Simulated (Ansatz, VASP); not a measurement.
One calculation of WSe, two programs

File POSCAR:

```
WSe
1.0
    0.0000000000      2.7923343796      2.7923343796
    2.7923343796      0.0000000000      2.7923343796
    2.7923343796      2.7923343796      0.0000000000
W Se
1 1
Direct
    0.0000000000      0.0000000000      0.0000000000
    0.2500000000      0.2500000000      0.2500000000
```

The input INCAR.step1:

```
SYSTEM = WSe
ALGO = Normal ; EDIFF = 1E-4
ENCUT = 520 ; GGA = PE
ISMEAR = 0 ; ISPIN = 2
LASPH = .True. ; LCHARG = .False.
LMAXMIX = 4 ; LREAL = .False.
LWAVE = .True. ; MAGMOM = 2.5 0
NBANDS = 21 ; NELM = 150
PREC = Accurate ; SIGMA = 0.1
```

Contents of INCAR.step2:

```
SYSTEM = WSe
ALGO = Normal ; EDIFF = 1E-6
ENCUT = 520 ; ISIF = 2
ISMEAR = 0 ; ISPIN = 2
ISTART = 1 ; LASPH = .True.
LCHARG = .True. ; LELF = .True.
LMAXMIX = 4 ; LMIXTAU = .True.
LORBIT = 11 ; LREAL = .False.
LVHAR = .True. ; LWAVE = .False.
MAGMOM = 2.5 0 ; METAGGA = R2SCAN
NBANDS = 21 ; NELM = 150
PREC = Accurate ; SIGMA = 0.1
```

File KPOINTS:

```
k-points
0
Gamma
  14 14 14
  0 0 0
```

Input for Ansatz:

```yaml
crystal:
  lattice:
    - [0.0, 2.7923343796, 2.7923343796]
    - [2.7923343796, 0.0, 2.7923343796]
    - [2.7923343796, 2.7923343796, 0.0]
  atoms:
    - { symbol: W, position: [0.0, 0.0, 0.0], spin: 2.5 }
    - { symbol: Se, position: [0.25, 0.25, 0.25] }
basis:
  ecutwfc: 500
kpoints:
  mp_grid: { grid: [14, 14, 14] }
hamiltonian:
  xc: r2scan
scf:
  occupations: { method: gaussian, width: 0.1 }
  lower_state_search: "off"
output:
  forces: true
  stress: true
  eigenvalues: true
  populations: true
magnetization:
  spin_polarized: true
```

Alike in both runs: task single point; functional r2SCAN; k mesh 14 × 14 × 14; occupations gaussian, width 0.1 eV; collinear spin.

```csv
,VASP,Ansatz
version,VASP 6.6.1,Ansatz 0.2.0
potentials or method,"VASP PAW PBE potentials, release 64 (W_sv, Se), cutoff 520 eV","scalar-relativistic, plane waves, PAW"
valence electrons in the cell,20,30
```

|  | VASP | Ansatz | Ansatz less VASP |
| --- | --- | --- | --- |
| gap on the k mesh at the Fermi level (eV) | none | none | - |
| pressure (GPa) | 4.8 | 4.6 | -0.18 |
| net moment per atom (μB) | 0.66 | 0.66 | 0.000 |
| size of the moment on the site where the two differ most (μB) | 1.09 | 0.82 | -0.268 |

VASP's potentials were made for PBE, not for r2SCAN. Site moments also hang on the region over which each program counts them. A gap of «none» marks a metal or a gap that the smearing closes. With one functional, cell and mesh, what is left measures potentials, basis and numerics. VASP's potentials hold 20 valence electrons a cell and Ansatz's 30, so a difference there can come from the potentials and not from the codes. Ansatz's warnings: stability check not made.

Neither program's run includes spin-orbit coupling.
